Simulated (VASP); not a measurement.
Wanted: the native input for a VASP 6.6.1 run.

```yaml
Task: relaxation of cell and atoms
Functional: PBE
Potentials_or_basis: VASP PAW PBE potentials, release 64 (La)
Cutoff: 600 eV
k_mesh: 13 × 13 × 13
Occupations: fermi-dirac, width 0.1 eV
Spin: no spin polarisation
Target_pressure: 15 GPa
Dipole_correction: no
Further_INCAR_settings: ALGO = Normal; EDIFF = 1e-07; IBRION = 2; EDIFFG = -0.005; NSW = 60; ISIF = 3
```

The structure of La lies in POSCAR:

```
La
1.0
    3.0104765063      0.0000000000      0.0000000000
    0.0000000000      3.0104765063      0.0000000000
    0.0000000000      0.0000000000      3.0104765063
La
1
Direct
    0.0000000000      0.0000000000      0.0000000000
```

One way to write it, as run:

INCAR

```
SYSTEM = La
PREC     = Accurate       ! precision mode
ENCUT    = 600            ! plane-wave cutoff, eV
EDIFF    = 1E-7           ! SCF threshold, eV
ISMEAR   = -1             ! smearing method
SIGMA    = 0.1            ! smearing width, eV
LREAL    = .False.        ! projectors in reciprocal space
LASPH    = .True.         ! aspherical terms in the spheres
NELM     = 60             ! most SCF steps
ALGO     = Normal         ! electronic algorithm
ISIF     = 3              ! what is computed and relaxed
LWAVE    = .False.        ! write WAVECAR
LCHARG   = .False.        ! write CHGCAR
GGA      = PE             ! functional
IBRION   = 2              ! ionic algorithm
NSW      = 60             ! ionic steps
EDIFFG   = -0.005         ! ionic threshold
PSTRESS  = 150.0
```

KPOINTS

```
regular mesh
0
Gamma
  13 13 13
  0 0 0
```

Potentials or basis: VASP PAW PBE potentials, release 64 (La).

Command:

```console
$ cat potpaw_PBE.64/La/POTCAR > POTCAR
$ mpirun -np 1 vasp_std > vasp.out
```

Results of the run:

The relaxed volume is 26.30 Å³/atom, the relaxed cell is a = 2.974 Å, b = 2.974 Å, c = 2.974 Å, α = 90.00°, β = 90.00°, γ = 90.00° and the space group after relaxing (to 0.05 Å) is Pm-3m (No. 221). The energy change on relaxing (the enthalpy is what falls) is +84.6 meV/atom, the ionic steps are 3 and the pressure after relaxing is 15.0 GPa.

Caveat: the cell is relaxed towards a set pressure, so the enthalpy falls and the energy may rise.

Wall time 38 s on 1 thread of Intel Xeon 6975P-C (shared host), peak memory 0.18 GiB.
